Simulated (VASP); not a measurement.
**CuAu: single point with PBE**

The system is CuAu.

```
Cu Au
1.0
     2.74400    0.00000    0.00000
     0.00000    2.74400    0.00000
     0.00000    0.00000    3.67000
Cu Au
1 1
Direct
  0.50000 0.50000 0.50000
  0.00000 0.00000 0.00000
```

This cell differs from its parent crystal: strain -0.0200 x Voigt [1, 1, 0, 0, 0, 0].

```json
{
  "Program": "VASP 6.6.1",
  "Task": "single point",
  "Functional": "PBE",
  "Potentials or basis": "VASP PAW PBE potentials, release 64 (Cu, Au)",
  "Cutoff": "520 eV",
  "k mesh": "18 × 18 × 14",
  "Occupations": "gaussian, width 0.15 eV",
  "Spin": "no spin polarisation",
  "Dipole correction": "no",
  "Further INCAR settings": "ALGO = Fast; EDIFF = 1e-06; NBANDS = 18"
}
```

```
Pressure               : 14.5 GPa
Band gap on the k mesh : zero (band 11 reaches 15.19 eV, above the bottom of band 12 at 7.48 eV)
```

Stress tensor (GPa, compression positive):
```
15.29  0.00  0.00
 0.00 15.29  0.00
 0.00  0.00 13.05
```

Levels at points of the mesh, in eV from the Fermi level:
```
           k point  band 7  band 8  band 9  band 10  band 11  band 12  band 13  band 14  band 15  band 16
(0.00, 0.00, 0.00)   -3.08   -2.32   -1.79    -1.54    -1.54     1.71     8.10    10.47    10.47    17.35
(0.50, 0.00, 0.00)   -3.30   -3.21   -2.56    -2.34    -0.88     0.03     9.35     9.53    11.48    11.63
(0.50, 0.50, 0.00)   -1.72   -1.59   -1.47    -1.47     0.63     0.63     5.68     7.39    10.04    11.66
(0.00, 0.00, 0.50)   -3.47   -2.81   -2.58    -2.48    -2.48    -2.09    14.68    15.07    15.07    15.24
(0.50, 0.00, 0.50)   -1.88   -1.81   -1.71    -1.65    -1.30    -1.29     2.93     4.61    16.07    16.50
(0.50, 0.50, 0.50)   -3.38   -2.32   -1.71    -1.59     5.62     5.62     5.66     6.78     7.13     7.15
```

Run time: 77 s on 1 thread of Intel(R) Xeon(R) 6975P-C (Granite Rapids) (shared host), peak memory 0.33 GiB.

Caveat: the cell differs from its parent crystal (strain -0.0200 x Voigt [1, 1, 0, 0, 0, 0]); spin-orbit coupling is left out, which moves the levels of the heavy elements.
